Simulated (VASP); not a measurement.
# Zr (P6_3/mmc) in VASP: relaxation of cell and atoms with PBEsol

Aim: the relaxation of cell and atoms of Zr with PBEsol.

All numbers are computed with VASP 6.6.1; they aren't measurements. Logs are shortened: lines on timing, memory, paths and dates and some standing lists are left out, and cuts for length are marked.

## Step 1: The cell of the first run

The structure is hexagonal, space group P6_3/mmc (No. 194). Conventional cell: a = 4.904 Å, b = 4.904 Å, c = 4.923 Å, α = 90.00°, β = 90.00°, γ = 120.00°. Zr (site symmetry -6m2) has 5 Zr at 2.46 to 2.83 Å within 3.2 Å. Within 3.7 Å of Zr (site symmetry -6m2) lie 3 Zr at 2.83 Å.

## Step 2: Relaxation of cell and atoms, PBEsol

INCAR reads:

```
SYSTEM = Zr
ALGO     = Fast           ! electronic algorithm
EDIFF    = 1E-7           ! SCF threshold, eV
EDIFFG   = -0.01          ! ionic threshold
ENCUT    = 600            ! plane-wave cutoff, eV
GGA      = PS             ! functional
IBRION   = 2              ! ionic algorithm
ISIF     = 3              ! what is computed and relaxed
ISMEAR   = 0              ! smearing method
LASPH    = .True.         ! aspherical terms in the spheres
LCHARG   = .False.        ! write CHGCAR
LREAL    = .False.        ! projectors in reciprocal space
LWAVE    = .False.        ! write WAVECAR
NELM     = 60             ! most SCF steps
NSW      = 100            ! ionic steps
PREC     = Accurate       ! precision mode
SIGMA    = 0.1            ! smearing width, eV
```

KPOINTS reads:

```
k-points
0
Gamma
  12 12 10
  0 0 0
```

POSCAR reads:

```
Zr
1.0
    4.9036509915      0.0000000000      0.0000000000
   -2.4518254958      4.2466863300      0.0000000000
    0.0000000000      0.0000000000      4.9230314595
Zr
4
Direct
    0.0000000000      0.0000000000      0.2500000000
    0.0000000000      0.0000000000      0.7500000000
    0.3333333333      0.6666666667      0.7500000000
    0.6666666667      0.3333333333      0.2500000000
```

Potentials or basis: VASP PAW PBE potentials, release 64 (Zr_sv).

Run with:

```bash
$ cat potpaw_PBE.64/Zr_sv/POTCAR > POTCAR
$ mpirun -np 1 vasp_std > vasp.out
```

OUTCAR:

```text
SYSTEM = Zr
   EDIFF = 1E-7
   EDIFFG = -0.01
   ENCUT = 600
   GGA = PS
   IBRION = 2
   ISIF = 3
   ISMEAR = 0
   LASPH = .True.
   LREAL = .False.
   NELM = 60
   NSW = 100
   PREC = Accurate

 ion  position               nearest neighbor table
   1  0.000  0.000  0.250-   2 2.46   2 2.46   4 2.83   4 2.83   4 2.83   3 3.75   3 3.75   3 3.75
                             3 3.75   3 3.75   3 3.75
   2  0.000  0.000  0.750-   1 2.46   1 2.46   3 2.83   3 2.83   3 2.83   4 3.75   4 3.75   4 3.75
                             4 3.75   4 3.75   4 3.75
   3  0.333  0.667  0.750-   2 2.83   2 2.83   2 2.83   4 3.75   4 3.75   1 3.75   1 3.75   4 3.75
                             4 3.75   1 3.75   1 3.75   1 3.75   1 3.75   4 3.75   4 3.75
   4  0.667  0.333  0.250-   1 2.83   1 2.83   1 2.83   3 3.75   3 3.75   2 3.75   2 3.75   3 3.75
                             3 3.75   2 3.75   2 3.75   2 3.75   2 3.75   3 3.75   3 3.75

  LATTYP: Found a hexagonal cell.
 ALAT       =     4.9036509915
 C/A-ratio  =     1.0039522527

  Lattice vectors:

 A1 = (   4.9036509915,   0.0000000000,   0.0000000000)
 A2 = (  -2.4518254958,   4.2466863300,   0.0000000000)
 A3 = (   0.0000000000,   0.0000000000,   4.9230314595)

Analysis of symmetry for initial positions (statically):
=====================================================================
 Subroutine PRICEL returns:
 Original cell was already a primitive cell.

 Routine SETGRP: Setting up the symmetry group for a
 hexagonal supercell.

 Subroutine GETGRP returns: Found 24 space group operations
 (whereof 12 operations were pure point group operations)
 out of a pool of 24 trial point group operations.

The static configuration has the point symmetry D_3d.
 The point group associated with its full space group is D_6h.

Analysis of symmetry for dynamics (positions and initial velocities):
=====================================================================
 Subroutine PRICEL returns:
 Original cell was already a primitive cell.

 Routine SETGRP: Setting up the symmetry group for a
 hexagonal supercell.

 Subroutine GETGRP returns: Found 24 space group operations
 (whereof 12 operations were pure point group operations)
 out of a pool of 24 trial point group operations.

The dynamic configuration has the point symmetry D_3d.
 The point group associated with its full space group is D_6h.

 Subroutine INISYM returns: Found 24 space group operations
 (whereof 12 operations are pure point group operations),
 and found     1 'primitive' translations

----------------------------------------------------------------------------------------

                                     Primitive cell

  volume of cell :     102.5185

  direct lattice vectors                    reciprocal lattice vectors
     4.903650992  0.000000000  0.000000000     0.203929685  0.117738858  0.000000000
    -2.451825496  4.246686330  0.000000000     0.000000000  0.235477717  0.000000000
     0.000000000  0.000000000  4.923031459     0.000000000  0.000000000  0.203126876

  length of vectors
     4.903650992  4.903650992  4.923031459     0.235477717  0.235477717  0.203126876

  position of ions in fractional coordinates (direct lattice)
     0.000000000  0.000000000  0.250000000
     0.000000000  0.000000000  0.750000000
     0.333333333  0.666666667  0.750000000
     0.666666667  0.333333333  0.250000000

  ion indices of the primitive-cell ions
   primitive index   ion index
                 1           1
                 2           2
                 3           3
                 4           4

----------------------------------------------------------------------------------------

 KPOINTS: k-points

Automatic generation of k-mesh.
 Grid dimensions read from file:
 generate k-points for:   12   12   10

 Generating k-lattice:

  Cartesian coordinates                     Fractional coordinates (reciprocal lattice)
     0.016994140  0.009811572  0.000000000     0.083333333  0.000000000  0.000000000
     0.000000000  0.019623143  0.000000000     0.000000000  0.083333333  0.000000000
     0.000000000  0.000000000  0.020312688     0.000000000  0.000000000  0.100000000

  Length of vectors
     0.019623143  0.019623143  0.020312688

  Shift w.r.t. Gamma in fractional coordinates (k-lattice)
     0.000000000  0.000000000  0.000000000

 Subroutine IBZKPT returns following result:
 ===========================================

 Found    114 irreducible k-points:

 Following reciprocal coordinates:
            Coordinates               Weight
  0.000000  0.000000  0.000000      1.000000
  0.083333  0.000000  0.000000      6.000000
  0.166667  0.000000  0.000000      6.000000
  0.250000  0.000000  0.000000      6.000000
  0.333333  0.000000  0.000000      6.000000
  0.416667 -0.000000  0.000000      6.000000
[... 16 lines left out ...]
  0.250000  0.000000  0.100000     12.000000
  0.333333  0.000000  0.100000     12.000000
 [... further k-points ...]
   k-points           NKPTS =    114   k-points in BZ     NKDIM =    114   number of bands    NBANDS=     28
   number of dos      NEDOS =    301   number of ions     NIONS =      4
   total plane-waves  NPLWV =  64000
   dimension x,y,z NGX =    40 NGY =   40 NGZ =   40
   dimension x,y,z NGXF=    80 NGYF=   80 NGZF=   80
   ions per type =               4
   NGX,Y,Z   is equivalent  to a cutoff of  13.56, 13.56, 13.51 a.u.
   NGXF,Y,Z  is equivalent  to a cutoff of  27.12, 27.12, 27.02 a.u.
 SYSTEM =  Zr
   PREC   = accura    normal or accurate (medium, high low for compatibility)
   ISTART =      0    job   : 0-new  1-cont  2-samecut
   ICHARG =      2    charge: 1-file 2-atom 10-const
   ISPIN  =      1    spin polarized calculation?
   LNONCOLLINEAR =      F non collinear calculations
   LSORBIT =      F    spin-orbit coupling
   LASPH  =      T    aspherical Exc in radial PAW
   ENCUT  =  600.0 eV  44.10 Ry    6.64 a.u.   9.79  9.79  9.83*2*pi/ulx,y,z
   NELM   =     60;   NELMIN=  2; NELMDL= -5     # of ELM steps
   EDIFF  = 0.1E-06   stopping-criterion for ELM
   LREAL  =      F    real-space projection
   EDIFFG = -.1E-01   stopping-criterion for IOM
   NSW    =    100    number of steps for IOM
   IBRION =      2    ionic relax: 0-MD 1-quasi-New 2-CG
   NFREE  =      1    steps in history (QN), initial steepest desc. (CG)
   ISIF   =      3    stress and relaxation
   ISYM   =      2    0-nonsym 1-usesym 2-fastsym
   POTIM  = 0.5000    time-step for ionic-motion
   TEBEG  =    0.0;   TEEND  =   0.0 temperature during run
   PSTRESS=    0.0 pullay stress
   NELECT =      48.0000    total number of electrons
   NUPDOWN=      -1.0000    fix difference up-down
   EMIN   =  10.00;   EMAX   =-10.00  energy-range for DOS
   EFERMI =   0.00;   METHOD = LEGACY
   ISMEAR =     0;   SIGMA  =   0.10  broadening in eV -4-tet -1-fermi 0-gaus
   EFERMI_NEDOS =   21; number of points for ismear=-14 and -15
   IALGO  =     68    algorithm
   IMIX   =      4    mixing-type and parameters
     AMIX     =   0.40;   BMIX     =  1.00
     AMIX_MAG =   1.60;   BMIX_MAG =  1.00
  volume/ion in A,a.u.               =      25.63       172.96
  Fermi-wavevector in a.u.,A,eV,Ry     =   1.271221  2.402260 21.987060  1.616003
  Thomas-Fermi vector in A             =   2.404166
   LORBIT       =      0    0 simple, 1 ext, 2 COOP (PROOUT), +10 PAW based schemes
   GGA     = PS    functional components
   LHFCALC =     F    Hartree Fock is set to
   AEXX    =    0.0000 exact exchange contribution
   IVDW    =     0    specifies the selected vdW correction
   LEPSILON=     F    determine dielectric tensor
   LRPA    =     F    only Hartree local field effects (RPA)
 conjugate gradient relaxation of ions
 non-spin polarized calculation
 RMM-DIIS sequential band-by-band and
 Gauss-broadening in eV      SIGMA  =   0.10
  energy-cutoff  :      600.00
  volume of cell :      102.52
 maximum number of plane-waves:      3446
 NGX is ok and might be reduce to    40
   NGX = 19   NGY = 19   NGZ = 19

--------------------------------------- Ionic step        1  -------------------------------------------

 number of electron      48.0000000 magnetization

 Free energy of the ion-electron system (eV)
  ---------------------------------------------------
  ext. energy  EPLUGINS =         0.00000000
  ---------------------------------------------------
  free energy    TOTEN  =       -31.76841482 eV

  energy without entropy =      -31.72656591  energy(sigma->0) =      -31.74749037

------------------------ aborting loop because EDIFF is reached ----------------------------------------

  FORCE on cell =-STRESS in cart. coord.  units (eV):
  Direction    XX          YY          ZZ          XY          YZ          ZX
  --------------------------------------------------------------------------------------
  -------------------------------------------------------------------------------------
  Total        0.0339871      0.0339871     -2.1818141     -0.0000000      0.0000000      0.0000000
  in kB        0.5311563      0.5311563    -34.0977706     -0.0000000      0.0000000      0.0000000
  external PRESSURE =     -11.0118193 kB  Pullay stress =       0.0000000 kB
[... 99 lines left out ...]
  energy  without entropy=      -31.7595612449  energy(sigma->0) =      -31.77621461

--------------------------------------- Ionic step        4  -------------------------------------------

 number of electron      48.0000000 magnetization

 Free energy of the ion-electron system (eV)
  ---------------------------------------------------
  ext. energy  EPLUGINS =         0.00000000
  ---------------------------------------------------
  free energy    TOTEN  =       -31.79371359 eV

  energy without entropy =      -31.76089472  energy(sigma->0) =      -31.77730416

 E-fermi :   7.5603     XC(G=0): -10.6575

 val. band max:        7.5547177518   @ k =   0.0833   0.0833   0.1000
 cond. band min:       7.5624500956   @ k =   0.3333   0.1667   0.0000
 fundamental gap:      0.0077323438
 Fermi energy:         7.5602690203

 k-point     1 :       0.0000    0.0000    0.0000
  band No.  band energies     occupation
      1     -41.4988      2.00000
      2     -41.4585      2.00000
      3     -40.8281      2.00000
      4     -39.9553      2.00000
      5     -21.0508      2.00000
      6     -19.7422      2.00000
[... 733 lines left out ...]
     27       8.3310      0.00000
     28       8.8355      0.00000

 [... further k-points ...]
[... 5 lines left out ...]
  --------------------------------------------------------------------------------------
  -------------------------------------------------------------------------------------
  Total       -0.0371955     -0.0371955      0.0397959      0.0000000      0.0000000      0.0000000
  in kB       -0.5895860     -0.5895860      0.6308058      0.0000000      0.0000000      0.0000000
  external PRESSURE =      -0.1827887 kB  Pullay stress =       0.0000000 kB
[... 19 lines left out ...]
  FREE ENERGIE OF THE ION-ELECTRON SYSTEM (eV)
  ---------------------------------------------------
  free  energy   TOTEN  =       -31.7937135893 eV

  energy  without entropy=      -31.7608947245  energy(sigma->0) =      -31.77730416

 reached required accuracy - stopping structural energy minimisation
```

Wall time 22 min (1 thread of Intel Xeon 6975P-C (Granite Rapids), shared host); peak memory 0.47 GiB.

What came out:

```yaml
Free_energy: -31.7937 eV
Relaxed_volume: 25.27 Å³/atom
Relaxed_cell: a = 4.922 Å, b = 4.922 Å, c = 4.818 Å, α = 90.00°, β = 90.00°, γ = 120.00°
Space_group_after_relaxing_to_0.05_Å: P6_3/mmc (No. 194)
Energy_gained_by_relaxing: 6.3 meV/atom
Ionic_steps: 4
Pressure_after_relaxing: 0.0 GPa
Band_gap_on_the_k_mesh: zero (band 24 reaches 8.28 eV, above the bottom of band 25 at 7.28 eV)
```

Step by step:
| step | energy change (eV) | largest force (eV/Å) | pressure (GPa) | volume (Å³) |
| --- | --- | --- | --- | --- |
| 1 | 0.0000 | 0.0000 | -1.10 | 102.52 |
| 2 | -0.0221 | 0.0000 | 0.81 | 99.90 |
| 3 | -0.0245 | 0.0000 | 0.32 | 100.47 |
| 4 | -0.0253 | 0.0000 | -0.02 | 101.08 |

Final structure:
```cif
data_structure
_symmetry_space_group_name_H-M 'P 1'
_symmetry_Int_Tables_number 1
_cell_length_a 4.9220
_cell_length_b 4.9220
_cell_length_c 4.8178
_cell_angle_alpha 90.000
_cell_angle_beta 90.000
_cell_angle_gamma 120.000
_cell_volume 101.08
loop_
_atom_site_label
_atom_site_type_symbol
_atom_site_fract_x
_atom_site_fract_y
_atom_site_fract_z
_atom_site_occupancy
Zr1 Zr 0.00000 0.00000 0.25000 1
Zr2 Zr 0.00000 0.00000 0.75000 1
Zr3 Zr 0.33333 0.66667 0.75000 1
Zr4 Zr 0.66667 0.33333 0.25000 1
```

Levels at points of the mesh, in eV from the Fermi level:
```csv
k point,band 20,band 21,band 22,band 23,band 24,band 25,band 26,band 27,band 28
"(0.00, 0.00, 0.00)",-1.79,-1.61,-0.41,-0.41,0.25,0.25,0.29,0.29,1.41
"(0.50, 0.00, 0.00)",-2.41,-2.03,-1.60,-0.79,-0.15,0.15,0.15,0.34,1.11
"(0.00, 0.00, 0.50)",-1.19,-1.19,-1.19,0.72,0.72,0.72,0.72,1.34,1.34
"(0.50, 0.00, 0.50)",-1.42,-1.05,-1.05,-0.50,-0.50,-0.19,-0.19,1.18,1.19
```

Caveat: the PAW data sets were made with another functional, which shifts forces and pressure a little.
